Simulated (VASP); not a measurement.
Wanted: the native input for a VASP 6.6.1 run.

```
Task                   : relaxation of cell and atoms
Functional             : PBE
Potentials or basis    : VASP PAW PBE potentials, release 64 (La, Zr_sv, O)
Cutoff                 : 600 eV
k mesh                 : 3 × 3 × 6
Occupations            : gaussian, width 0.1 eV
Spin                   : no spin polarisation
Dipole correction      : no
Further INCAR settings : ALGO = Normal; EDIFF = 1e-06; IBRION = 2; EDIFFG = -0.04; NSW = 90; ISIF = 3
```

The structure of La2Zr3O lies in POSCAR:

```
La2Zr3O
1.0
    6.0362776600      0.0000000000      0.0000000000
   -3.0181388300      5.2275698000      0.0000000000
    0.0000000000      0.0000000000      3.5134271600
La Zr O
2 3 1
Direct
    0.3333333300      0.6666666700      0.0000000000
    0.6666666700      0.3333333300      0.0000000000
    0.5000000000      0.0000000000      0.5000000000
    0.5000000000      0.5000000000      0.5000000000
    0.0000000000      0.5000000000      0.5000000000
    0.0000000000      0.0000000000      0.0000000000
```

The cell was built from a structure type or drawn by symmetry, and may not be a known phase.

These files were run (other wordings do the same):

INCAR

```
SYSTEM = La2Zr3O
  PREC = Accurate
  ENCUT = 600
  EDIFF = 1E-6
  ISMEAR = 0
  SIGMA = 0.1
  LREAL = .False.
  LASPH = .True.
  NELM = 100
  ALGO = Normal
  ISIF = 3
  LWAVE = .False.
  LCHARG = .False.
  GGA = PE
  IBRION = 2
  NSW = 90
  EDIFFG = -0.04
```

KPOINTS

```
regular mesh
0
Gamma
  3 3 6
  0 0 0
```

Potentials or basis: VASP PAW PBE potentials, release 64 (La, Zr_sv, O).

The run is started by

```sh
$ cat potpaw_PBE.64/La/POTCAR potpaw_PBE.64/Zr_sv/POTCAR potpaw_PBE.64/O/POTCAR > POTCAR
$ mpirun -np 1 vasp_std > vasp.out
```

Results of the run:

```yaml
Relaxed_volume: 26.13 Å³/atom
Relaxed_cell: a = 5.648 Å, b = 5.648 Å, c = 5.674 Å, α = 90.00°, β = 90.00°, γ = 120.00°
Space_group_after_relaxing_to_0.1_Å: P6/mmm (No. 191)
Energy_gained_by_relaxing: 1801.4 meV/atom
Ionic_steps: 12
Pressure_after_relaxing: 0.0 GPa
Band_gap_on_the_k_mesh: zero (bands 32 and 33 overlap by 0.52 eV)
```

Caveat: the k points lie up to 0.43 Å⁻¹ apart in the final cell, too coarse for converged energies and pressures of a metal; the volume moved by over 15 % at a fixed basis, so the end points are rough; spin-orbit coupling is left out, which moves the levels of the heavy elements.

It took 11 min on 1 thread of Intel(R) Xeon(R) 6975P-C (Granite Rapids), with other jobs on the host, peak memory 0.29 GiB.
